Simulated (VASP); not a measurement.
A run of VASP 6.6.1:

The input POSCAR:

```
C
1.0
    0.0000000000      1.7801505364      1.7801505364
    1.7801505364      0.0000000000      1.7801505364
    1.7801505364      1.7801505364      0.0000000000
C
2
Direct
    0.0000000000      0.0000000000      0.0000000000
    0.2500000000      0.2500000000      0.2500000000
```

The input INCAR.step1:

```
  PREC = Accurate
  ENCUT = 660
  ISMEAR = 0
  SIGMA = 0.02
  LREAL = F
  LASPH = T
  NELM = 120
  NBANDS = 11
  GGA = PE
  ALGO = Normal
  EDIFF = 1E-5
  LWAVE = T
  LCHARG = F
  GGA_COMPAT = F
```

INCAR.step2

```
  PREC = Accurate
  ENCUT = 660
  EDIFF = 1E-6
  ISMEAR = 0
  SIGMA = 0.02
  LREAL = F
  LASPH = T
  NELM = 120
  ALGO = Normal
  ISIF = 2
  LWAVE = F
  LCHARG = F
  METAGGA = R2SCAN
  LMIXTAU = T
  NBANDS = 11
  ISTART = 1
  GGA_COMPAT = F
```

KPOINTS

```
regular mesh
0
Gamma
  12 12 12
```

Potentials or basis: VASP PAW PBE potentials, release 64 (C).

Run with:

```bash
$ cat potpaw_PBE.64/C/POTCAR > POTCAR
$ cp INCAR.step1 INCAR
$ mpirun -np 1 vasp_std > vasp.out
$ cp INCAR.step2 INCAR
$ mpirun -np 1 vasp_std > vasp.out
```

Hardware: 1 thread of Intel(R) Xeon(R) Platinum 8259CL CPU @ 2.50GHz (Skylake/Cascade Lake) (shared host).

Problem. Estimate the wall time of this run.

Solution. It took 33 s on 1 thread of Intel(R) Xeon(R) Platinum 8259CL CPU @ 2.50GHz (Skylake/Cascade Lake) (shared host), peak memory 0.14 GiB. Counts: k points 72.
